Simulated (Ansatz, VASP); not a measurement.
## MgO: VASP beside Ansatz

Contents of POSCAR:

```
MgO
1.0
    0.0000000000      2.1007060737      2.2057413773
    2.1007060737      0.0000000000      2.2057413773
    2.1007060737      2.1007060737      0.0000000000
Mg O
1 1
Direct
    0.0000000000      0.0000000000      0.0000000000
    0.5000000000      0.5000000000      0.5000000000
```

File INCAR.step1:

```
ALGO = Normal
EDIFF = 1E-4
ENCUT = 520
GGA = PE
ISMEAR = 0
LASPH = True
LCHARG = False
LREAL = False
LWAVE = True
NBANDS = 11
NELM = 100
PREC = Accurate
SIGMA = 0.05
```

INCAR.step2

```
ALGO = Normal
EDIFF = 1E-6
ENCUT = 520
ISIF = 2
ISMEAR = 0
ISTART = 1
LASPH = True
LCHARG = False
LMIXTAU = True
LREAL = False
LWAVE = False
METAGGA = R2SCAN
NBANDS = 11
NELM = 100
PREC = Accurate
SIGMA = 0.05
```

File KPOINTS:

```
k-points
0
Gamma
  10 10 10
```

Input for Ansatz:

```yaml
crystal:
  lattice:
    - [0.0, 2.1007060737, 2.2057413773]
    - [2.1007060737, 0.0, 2.2057413773]
    - [2.1007060737, 2.1007060737, 0.0]
  atoms:
    - { symbol: Mg, position: [0.0, 0.0, 0.0] }
    - { symbol: O, position: [0.5, 0.5, 0.5] }
basis:
  ecutwfc: 500
kpoints:
  mp_grid: { grid: [10, 10, 10] }
hamiltonian:
  xc: r2scan
scf:
  occupations: { method: gaussian, width: 0.05 }
output:
  forces: true
  stress: true
  eigenvalues: true
```

Alike in both runs: task single point; functional r2SCAN; k mesh 10 × 10 × 10; occupations gaussian, width 0.05 eV; no spin polarisation.

|  | VASP | Ansatz |
| --- | --- | --- |
| version | VASP 6.6.1 | Ansatz 0.2.0 |
| potentials or method | VASP PAW PBE potentials, release 64 (Mg, O), cutoff 520 eV | scalar-relativistic, plane waves, PAW |
| valence electrons in the cell | 8 | 16 |

Ansatz gave:

| Item | Value |
| --- | --- |
| gap on the k mesh at the Fermi level (eV) | 5.15 |
| least direct gap on the mesh (eV) | 5.15 |
| pressure (GPa) | -6.4 |
| traceless stress, the component that is largest in VASP (GPa) | -4.86 |

Task: Which values does VASP return?

Result: gap on the k mesh at the Fermi level (eV): 5.12; least direct gap on the mesh (eV): 5.12; pressure (GPa): -7.5; traceless stress, the component that is largest in VASP (GPa): -4.79.

VASP's potentials were made for PBE, not for r2SCAN. VASP's potentials hold 8 valence electrons a cell and Ansatz's 16, so a difference there can come from the potentials and not from the codes.
